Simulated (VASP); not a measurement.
Crystal: Se.

```xyz
1
Lattice="2.8106 0.0000 0.0000 0.0000 2.8106 0.0000 0.0000 0.0000 2.8106" Properties=species:S:1:pos:R:3 pbc="T T T"
Se    0.0000    0.0000    0.0000
```

| Quantity | Value |
| --- | --- |
| Program | VASP 6.6.1 |
| Task | relaxation of cell and atoms |
| Functional | BLYP |
| Potentials or basis | VASP PAW PBE potentials, release 64 (Se) |
| Cutoff | 600 eV |
| k mesh | 9 × 9 × 9 |
| Occupations | fermi-dirac, width 0.05 eV |
| Spin | no spin polarisation |

At the start: pressure 8.0 GPa; volume 22.20 Å³/atom.

**Question.** How do energy, volume and symmetry change on relaxing?

**Answer.** Over 3 steps the energy falls by 58.9 meV/atom and the volume is 24.80 Å³/atom (+11.7 %); space group Pm-3m (No. 221, to 0.05 Å).

The path:
```
step  energy change (eV)  largest force (eV/Å)  pressure (GPa)  volume (Å³)
   1              0.0000                0.0000            8.01        22.20
   2             -0.0502                0.0000           -2.31        25.96
   3             -0.0589                0.0000            0.02        24.80
```

Final structure:
```
Se
1.0
     2.91607    0.00000    0.00000
     0.00000    2.91607    0.00000
     0.00000    0.00000    2.91607
Se
1
Direct
  0.00000 0.00000 0.00000
```

Caveat: the PAW data sets were made with another functional, which shifts forces and pressure a little.
